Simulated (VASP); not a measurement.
# KCl (P4mm) in VASP: single point with PBEsol

Aim: the single point of KCl with PBEsol.

Everything below comes from runs of VASP 6.6.1. Logs are shortened: lines on timing, memory, paths and dates and some standing lists are left out, and cuts for length are marked.

### Step 1. The cell of the first run

The structure is tetragonal, space group P4mm (No. 99). The conventional cell has a = 3.839 Å, b = 3.839 Å, c = 3.839 Å, α = 90.00°, β = 90.00°, γ = 90.00°. K (site symmetry 4mm) has 8 Cl at 3.21 to 3.44 Å and 6 K at 3.84 Å within 4.2 Å. Cl (site symmetry 4mm) has 8 K at 3.21 to 3.44 Å and 6 Cl at 3.84 Å within 4.2 Å.

### Step 2. Single point, PBEsol (atom 2 (Cl) moved by (+0.000, -0.200) A along [1 1 0] and z)

The input, INCAR:

```
SYSTEM = KCl
PREC = Accurate
ENCUT = 520
EDIFF = 1E-7
ISMEAR = 0
SIGMA = 0.05
LREAL = .False.
LASPH = .True.
NELM = 100
ALGO = Normal
ISIF = 2
LWAVE = .False.
LCHARG = .False.
GGA = PS
NBANDS = 15
```

The input, KPOINTS:

```
Automatic mesh
0
Gamma
  6 6 6
  0 0 0
```

The input, POSCAR:

```
KCl
1.0
    3.8391960000      0.0000000000      0.0000000000
    0.0000000000      3.8391960000      0.0000000000
    0.0000000000      0.0000000000      3.8391960000
K Cl
1 1
Direct
    0.0000000000      0.0000000000      0.0000000000
    0.5000000000      0.5000000000      0.4479057594
```

Potentials or basis: VASP PAW PBE potentials, release 64 (K_sv, Cl).

On the command line:

```
cat potpaw_PBE.64/K_sv/POTCAR potpaw_PBE.64/Cl/POTCAR > POTCAR
mpirun -np 1 vasp_std > vasp.out
```

OUTCAR:

```text
SYSTEM = KCl
   PREC = Accurate
   ENCUT = 520
   EDIFF = 1E-7
   ISMEAR = 0
   LREAL = .False.
   LASPH = .True.
   NELM = 100
   ISIF = 2
   GGA = PS

 ion  position               nearest neighbor table
   1  0.000  0.000  0.000-   2 3.21   2 3.21   2 3.21   2 3.21
   2  0.500  0.500  0.448-   1 3.21   1 3.21   1 3.21   1 3.21

  LATTYP: Found a simple cubic cell.
 ALAT       =     3.8391960000

  Lattice vectors:

 A1 = (   3.8391960000,   0.0000000000,   0.0000000000)
 A2 = (   0.0000000000,   3.8391960000,   0.0000000000)
 A3 = (   0.0000000000,   0.0000000000,   3.8391960000)

Analysis of symmetry for initial positions (statically):
=====================================================================
 Subroutine PRICEL returns:
 Original cell was already a primitive cell.

 Routine SETGRP: Setting up the symmetry group for a
 simple cubic supercell.

 Subroutine GETGRP returns: Found  8 space group operations
 (whereof  8 operations were pure point group operations)
 out of a pool of 48 trial point group operations.

The static configuration has the point symmetry C_4v.

Analysis of symmetry for dynamics (positions and initial velocities):
=====================================================================
 Subroutine PRICEL returns:
 Original cell was already a primitive cell.

 Routine SETGRP: Setting up the symmetry group for a
 simple cubic supercell.

 Subroutine GETGRP returns: Found  8 space group operations
 (whereof  8 operations were pure point group operations)
 out of a pool of 48 trial point group operations.

The dynamic configuration has the point symmetry C_4v.

 Subroutine INISYM returns: Found  8 space group operations
 (whereof  8 operations are pure point group operations),
 and found     1 'primitive' translations

----------------------------------------------------------------------------------------

                                     Primitive cell

  volume of cell :      56.5875

  direct lattice vectors                    reciprocal lattice vectors
     3.839196000  0.000000000  0.000000000     0.260471203  0.000000000  0.000000000
     0.000000000  3.839196000  0.000000000     0.000000000  0.260471203  0.000000000
     0.000000000  0.000000000  3.839196000     0.000000000  0.000000000  0.260471203

  length of vectors
     3.839196000  3.839196000  3.839196000     0.260471203  0.260471203  0.260471203

  position of ions in fractional coordinates (direct lattice)
     0.000000000  0.000000000  0.000000000
     0.500000000  0.500000000  0.447905759

  ion indices of the primitive-cell ions
   primitive index   ion index
                 1           1
                 2           2

----------------------------------------------------------------------------------------

 KPOINTS: Automatic mesh

Automatic generation of k-mesh.
 Grid dimensions read from file:
 generate k-points for:    6    6    6

 Generating k-lattice:

  Cartesian coordinates                     Fractional coordinates (reciprocal lattice)
     0.043411867  0.000000000  0.000000000     0.166666667  0.000000000  0.000000000
     0.000000000  0.043411867  0.000000000     0.000000000  0.166666667  0.000000000
     0.000000000  0.000000000  0.043411867     0.000000000  0.000000000  0.166666667

  Length of vectors
     0.043411867  0.043411867  0.043411867

  Shift w.r.t. Gamma in fractional coordinates (k-lattice)
     0.000000000  0.000000000  0.000000000

 Subroutine IBZKPT returns following result:
 ===========================================

 Found     40 irreducible k-points:

 Following reciprocal coordinates:
            Coordinates               Weight
  0.000000  0.000000  0.000000      1.000000
  0.166667  0.000000  0.000000      4.000000
  0.000000  0.000000  0.166667      2.000000
  0.333333  0.000000  0.000000      4.000000
  0.000000  0.000000  0.333333      2.000000
  0.500000  0.000000  0.000000      2.000000
[... 16 lines left out ...]
  0.166667  0.166667  0.166667      8.000000
  0.333333  0.166667  0.166667     16.000000
 [... further k-points ...]
   k-points           NKPTS =     40   k-points in BZ     NKDIM =     40   number of bands    NBANDS=     15
   number of dos      NEDOS =    301   number of ions     NIONS =      2
   total plane-waves  NPLWV =  27000
   dimension x,y,z NGX =    30 NGY =   30 NGZ =   30
   dimension x,y,z NGXF=    60 NGYF=   60 NGZF=   60
   ions per type =               1   1
   NGX,Y,Z   is equivalent  to a cutoff of  12.99, 12.99, 12.99 a.u.
   NGXF,Y,Z  is equivalent  to a cutoff of  25.98, 25.98, 25.98 a.u.
 SYSTEM =  KCl
   PREC   = accura    normal or accurate (medium, high low for compatibility)
   ISTART =      0    job   : 0-new  1-cont  2-samecut
   ICHARG =      2    charge: 1-file 2-atom 10-const
   ISPIN  =      1    spin polarized calculation?
   LNONCOLLINEAR =      F non collinear calculations
   LSORBIT =      F    spin-orbit coupling
   LASPH  =      T    aspherical Exc in radial PAW
   ENCUT  =  520.0 eV  38.22 Ry    6.18 a.u.   7.14  7.14  7.14*2*pi/ulx,y,z
   NELM   =    100;   NELMIN=  2; NELMDL= -5     # of ELM steps
   EDIFF  = 0.1E-06   stopping-criterion for ELM
   LREAL  =      F    real-space projection
   EDIFFG = 0.1E-05   stopping-criterion for IOM
   NSW    =      0    number of steps for IOM
   IBRION =     -1    ionic relax: 0-MD 1-quasi-New 2-CG
   NFREE  =      0    steps in history (QN), initial steepest desc. (CG)
   ISIF   =      2    stress and relaxation
   ISYM   =      2    0-nonsym 1-usesym 2-fastsym
   POTIM  = 0.5000    time-step for ionic-motion
   TEBEG  =    0.0;   TEEND  =   0.0 temperature during run
   PSTRESS=    0.0 pullay stress
   NELECT =      16.0000    total number of electrons
   NUPDOWN=      -1.0000    fix difference up-down
   EMIN   =  10.00;   EMAX   =-10.00  energy-range for DOS
   EFERMI =   0.00;   METHOD = LEGACY
   ISMEAR =     0;   SIGMA  =   0.05  broadening in eV -4-tet -1-fermi 0-gaus
   EFERMI_NEDOS =   21; number of points for ismear=-14 and -15
   IALGO  =     38    algorithm
   IMIX   =      4    mixing-type and parameters
     AMIX     =   0.40;   BMIX     =  1.00
     AMIX_MAG =   1.60;   BMIX_MAG =  1.00
  volume/ion in A,a.u.               =      28.29       190.94
  Fermi-wavevector in a.u.,A,eV,Ry     =   1.074504  2.030517 15.708715  1.154558
  Thomas-Fermi vector in A             =   2.210334
   LORBIT       =      0    0 simple, 1 ext, 2 COOP (PROOUT), +10 PAW based schemes
   GGA     = PS    functional components
   LHFCALC =     F    Hartree Fock is set to
   AEXX    =    0.0000 exact exchange contribution
   IVDW    =     0    specifies the selected vdW correction
   LEPSILON=     F    determine dielectric tensor
   LRPA    =     F    only Hartree local field effects (RPA)
 non-spin polarized calculation
 Gauss-broadening in eV      SIGMA  =   0.05
  energy-cutoff  :      520.00
  volume of cell :       56.59
 maximum number of plane-waves:      1568
 NGX is ok and might be reduce to    30
   NGX = 15   NGY = 15   NGZ = 15

 number of electron      16.0000006 magnetization

 Free energy of the ion-electron system (eV)
  ---------------------------------------------------
  ext. energy  EPLUGINS =         0.00000000
  ---------------------------------------------------
  free energy    TOTEN  =        -6.88617875 eV

  energy without entropy =       -6.88617875  energy(sigma->0) =       -6.88617875

 E-fermi :  -0.6830     XC(G=0):  -8.2575

 val. band max:       -0.9128470450   @ k =   0.5000   0.5000   0.0000
 cond. band min:       3.7162727191   @ k =   0.0000   0.0000   0.0000
 fundamental gap:      4.6291197641
 Fermi energy:        -0.6829711936

 k-point     1 :       0.0000    0.0000    0.0000
  band No.  band energies     occupation
      1     -28.7777      2.00000
      2     -13.4705      2.00000
      3     -12.2288      2.00000
      4     -12.2288      2.00000
      5     -12.2204      2.00000
      6      -1.1291      2.00000
      7      -1.1225      2.00000
      8      -1.1225      2.00000
      9       3.7163      0.00000
     10       5.5299      0.00000
     11       5.6386      0.00000
     12       9.6988      0.00000
     13       9.7720      0.00000
     14       9.7720      0.00000
     15      12.3090      0.00000

 k-point     2 :       0.1667    0.0000    0.0000
  band No.  band energies     occupation
      1     -28.7728      2.00000
      2     -13.5105      2.00000
      3     -12.2365      2.00000
      4     -12.2207      2.00000
      5     -12.1749      2.00000
      6      -1.6119      2.00000
      7      -1.1263      2.00000
      8      -1.1223      2.00000
      9       4.3321      0.00000
     10       5.8169      0.00000
     11       6.0870      0.00000
     12       9.5837      0.00000
     13       9.6498      0.00000
     14       9.9078      0.00000
     15      11.4485      0.00000

 k-point     3 :       0.0000    0.0000    0.1667
  band No.  band energies     occupation
      1     -28.7728      2.00000
      2     -13.5066      2.00000
      3     -12.2210      2.00000
      4     -12.2210      2.00000
      5     -12.1947      2.00000
      6      -1.6139      2.00000
      7      -1.1232      2.00000
      8      -1.1232      2.00000
      9       4.3332      0.00000
     10       5.7534      0.00000
     11       6.1725      0.00000
     12       9.6463      0.00000
     13       9.6463      0.00000
     14       9.8246      0.00000
     15      11.7380      0.00000

 k-point     4 :       0.3333    0.0000    0.0000
  band No.  band energies     occupation
      1     -28.7628      2.00000
      2     -13.5938      2.00000
      3     -12.2160      2.00000
      4     -12.2045      2.00000
      5     -12.1114      2.00000
      6      -2.3823      2.00000
      7      -1.1350      2.00000
      8      -1.1123      2.00000
      9       5.6036      0.00000
     10       6.3893      0.00000
     11       7.0529      0.00000
     12       9.2956      0.00000
     13       9.5084      0.00000
     14      10.1620      0.00000
     15      10.2179      0.00000
[... 307 lines left out ...]
 k-point    22 :       0.0000    0.5000    0.5000
  band No.  band energies     occupation
      1     -28.7396      2.00000
      2     -13.2363      2.00000
      3     -12.4619      2.00000
      4     -12.4099      2.00000
      5     -12.1722      2.00000
      6      -2.1321      2.00000
      7      -2.1213      2.00000
      8      -0.9273      2.00000
      9       5.1541      0.00000
     10       6.2499      0.00000
     11       7.9801      0.00000
     12       8.0136      0.00000
     13      10.1814      0.00000
     14      10.2376      0.00000
     15      11.2624      0.00000

 k-point    23 :       0.1667    0.1667    0.1667
  band No.  band energies     occupation
      1     -28.7632      2.00000
      2     -13.4971      2.00000
      3     -12.2796      2.00000
      4     -12.2777      2.00000
      5     -12.1070      2.00000
      6      -1.6695      2.00000
      7      -1.4383      2.00000
      8      -1.4342      2.00000
      9       5.2853      0.00000
     10       6.5672      0.00000
     11       6.6129      0.00000
     12       8.9317      0.00000
     13       9.0197      0.00000
     14       9.6095      0.00000
     15      12.0649      0.00000

 k-point    24 :       0.3333    0.1667    0.1667
  band No.  band energies     occupation
      1     -28.7536      2.00000
      2     -13.4792      2.00000
      3     -12.3090      2.00000
      4     -12.2603      2.00000
      5     -12.1343      2.00000
      6      -2.1939      2.00000
      7      -1.4521      2.00000
      8      -1.3893      2.00000
      9       6.1249      0.00000
     10       6.8615      0.00000
     11       7.3044      0.00000
     12       8.6260      0.00000
     13       8.8096      0.00000
     14       9.0447      0.00000
     15      11.5820      0.00000

 [... further k-points ...]

------------------------ aborting loop because EDIFF is reached ----------------------------------------

  FORCE on cell =-STRESS in cart. coord.  units (eV):
  Direction    XX          YY          ZZ          XY          YZ          ZX
  --------------------------------------------------------------------------------------
  -------------------------------------------------------------------------------------
  Total       -0.4188368     -0.4188368     -0.4240190      0.0000000      0.0000000      0.0000000
  in kB      -11.8586302    -11.8586302    -12.0053562      0.0000000      0.0000000      0.0000000
  external PRESSURE =     -11.9075389 kB  Pullay stress =       0.0000000 kB

 VOLUME and BASIS-vectors are now :
 -----------------------------------------------------------------------------
  energy-cutoff  :      520.00
  volume of cell :       56.59
      direct lattice vectors                 reciprocal lattice vectors
     3.839196000  0.000000000  0.000000000     0.260471203  0.000000000  0.000000000
     0.000000000  3.839196000  0.000000000     0.000000000  0.260471203  0.000000000
     0.000000000  0.000000000  3.839196000     0.000000000  0.000000000  0.260471203

 POSITION                                       TOTAL-FORCE (eV/Angst)
 -----------------------------------------------------------------------------------
      0.00000      0.00000      0.00000         0.000000      0.000000     -0.101951
      1.91960      1.91960      1.71960         0.000000     -0.000000      0.101951
 -----------------------------------------------------------------------------------
    total drift:                                0.000000      0.000000      0.000188

  FREE ENERGIE OF THE ION-ELECTRON SYSTEM (eV)
  ---------------------------------------------------
  free  energy   TOTEN  =        -6.8861787462 eV

  energy  without entropy=       -6.8861787462  energy(sigma->0) =       -6.88617875
```

Wall time 14 s (1 thread of Intel Xeon 6975P-C (Granite Rapids), shared host); peak memory 0.18 GiB.

Results:

```yaml
Free_energy: -6.8862 eV
Pressure: -1.2 GPa
Largest_force: 0.102 eV/Å
Band_gap_on_the_k_mesh: 4.63 eV (least direct gap 4.84 eV)
```

Forces in eV/Å, atoms in the order of the input:
```
K    0.000  0.000 -0.102
Cl   0.000  0.000  0.102
```

Levels at points of the mesh, in eV from the valence-band top:
| k point | band 6 | band 7 | band 8 | band 9 | band 10 | band 11 |
| --- | --- | --- | --- | --- | --- | --- |
| (0.00, 0.00, 0.00) | -0.22 | -0.21 | -0.21 | 4.63 | 6.44 | 6.55 |
| (0.50, 0.00, 0.00) | -1.80 | -0.23 | -0.20 | 7.50 | 7.78 | 8.12 |
| (0.00, 0.00, 0.50) | -1.79 | -0.21 | -0.21 | 7.55 | 7.77 | 8.18 |
| (0.50, 0.50, 0.00) | -1.21 | -1.21 | 0.00 | 6.08 | 7.24 | 8.91 |
| (0.00, 0.50, 0.50) | -1.22 | -1.21 | -0.01 | 6.07 | 7.16 | 8.89 |
| (0.50, 0.50, 0.50) | -1.33 | -1.33 | -1.33 | 8.50 | 8.50 | 8.69 |

Caveat: the cell differs from its parent crystal (atom 2 (Cl) moved by (+0.000, -0.200) A along [1 1 0] and z); the PAW data sets were made with another functional, which shifts forces and pressure a little. A k mesh can miss the band edges.
